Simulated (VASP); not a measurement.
Write the native input for VASP 6.6.1 that does the following.

```yaml
Task: single point
Functional: r2SCAN
Potentials_or_basis: VASP PAW PBE potentials, release 64 (Zn, Cu)
Cutoff: 520 eV
k_mesh: 12 × 12 × 7
Occupations: methfessel-paxton, width 0.1 eV
Spin: no spin polarisation
Dipole_correction: no
Further_INCAR_settings: ALGO = Normal; EDIFF = 1e-06; NBANDS = 18
```

The system is ZnCu.

```
Zn Cu
1.0
     1.46110   -2.08288    0.00000
     1.46110    2.08288    0.00000
     0.00000    0.00000    4.06578
Zn Cu
1 1
Direct
  0.50000 0.50000 0.50000
  0.00000 0.00000 0.00000
```

One way to write it, as run:

POSCAR

```
ZnCu
1.0
    1.4611002292     -2.0828763447      0.0000000000
    1.4611002292      2.0828763447      0.0000000000
    0.0000000000      0.0000000000      4.0657838469
Zn Cu
1 1
Direct
    0.5000000000      0.5000000000      0.5000000000
    0.0000000000      0.0000000000      0.0000000000
```

INCAR.step1

```
  PREC = Accurate
  ENCUT = 520
  ISMEAR = 1
  SIGMA = 0.1
  LREAL = F
  LASPH = T
  NELM = 80
  NBANDS = 18
  GGA = PE
  ALGO = Normal
  EDIFF = 1E-4
  LWAVE = T
  LCHARG = F
```

INCAR.step2

```
  PREC = Accurate
  ENCUT = 520
  EDIFF = 1E-6
  ISMEAR = 1
  SIGMA = 0.1
  LREAL = F
  LASPH = T
  NELM = 80
  ALGO = Normal
  ISIF = 2
  LWAVE = F
  LCHARG = T
  METAGGA = R2SCAN
  LMIXTAU = T
  LELF = T
  LVHAR = T
  NBANDS = 18
  ISTART = 1
```

KPOINTS

```
Automatic mesh
0
Gamma
  12 12 7
```

Potentials or basis: VASP PAW PBE potentials, release 64 (Zn, Cu).

Command:

```bash
$ cat potpaw_PBE.64/Zn/POTCAR potpaw_PBE.64/Cu/POTCAR > POTCAR
$ cp INCAR.step1 INCAR
$ mpirun -np 1 vasp_std > vasp.out
$ cp INCAR.step2 INCAR
$ mpirun -np 1 vasp_std > vasp.out
```

Results of the run:

```json
{"Pressure": "2.0 GPa"}
```

Caveat: the PAW data sets were made with another functional, which shifts forces and pressure a little.

Run time: 3.3 min on 1 thread of Intel(R) Xeon(R) Platinum 8488C (Sapphire Rapids), with other jobs on the host, peak memory 0.2 GiB.
